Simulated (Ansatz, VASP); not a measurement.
**W: VASP beside Ansatz**

Contents of INCAR:

```
PREC     = Accurate       # precision mode
ENCUT    = 520            # plane-wave cutoff, eV
EDIFF    = 1E-7           # SCF threshold, eV
ISMEAR   = -1             # smearing method
SIGMA    = 0.4            # smearing width, eV
LREAL    = F              # projectors in reciprocal space
LASPH    = T              # aspherical terms in the spheres
NELM     = 60             # most SCF steps
ALGO     = Normal         # electronic algorithm
ISIF     = 2              # what is computed and relaxed
LWAVE    = F              # write WAVECAR
LCHARG   = F              # write CHGCAR
GGA      = PE             # functional
NBANDS   = 13             # bands
```

Contents of KPOINTS:

```
Automatic mesh
0
Gamma
  20 20 20
```

POSCAR

```
W
1.0
   -1.5573675000      1.5573675000      1.5573675000
    1.5573675000     -1.5573675000      1.5573675000
    1.5573675000      1.5573675000     -1.5573675000
W
1
Direct
    0.0000000000      0.0000000000      0.0000000000
```

Input for Ansatz:

```yaml
crystal:
  lattice:
    - [-1.5573675, 1.5573675, 1.5573675]
    - [1.5573675, -1.5573675, 1.5573675]
    - [1.5573675, 1.5573675, -1.5573675]
  atoms:
    - { symbol: W, position: [0.0, 0.0, 0.0] }
basis:
  ecutwfc: 420
kpoints:
  mp_grid: { grid: [20, 20, 20] }
hamiltonian:
  xc: pbe
scf:
  occupations: { method: fermi_dirac, width: 0.4 }
output:
  forces: true
  stress: true
  eigenvalues: true
```

Change from the starting cell: strain -0.025 along x and y, -0.025 along z, atoms carried along.

Alike in both runs: task single point; functional PBE; k mesh 20 × 20 × 20; occupations fermi-dirac, width 0.4 eV; no spin polarisation.

|  | VASP | Ansatz |
| --- | --- | --- |
| version | VASP 6.6.1 | Ansatz 0.2.0 |
| potentials or method | VASP PAW PBE potentials, release 64 (W_sv), cutoff 520 eV | scalar-relativistic, plane waves, PAW |
| valence electrons in the cell | 14 | 14 |

Ansatz gave:

- gap on the k mesh at the Fermi level (eV): none
- pressure (GPa): 23.8

Question: Estimate VASP's values.

Answer: gap on the k mesh at the Fermi level (eV): none; pressure (GPa): 24.6.

A gap of «none» marks a metal or a gap that the smearing closes. With one functional, cell and mesh, what is left measures potentials, basis and numerics.

Neither program's run includes spin-orbit coupling.
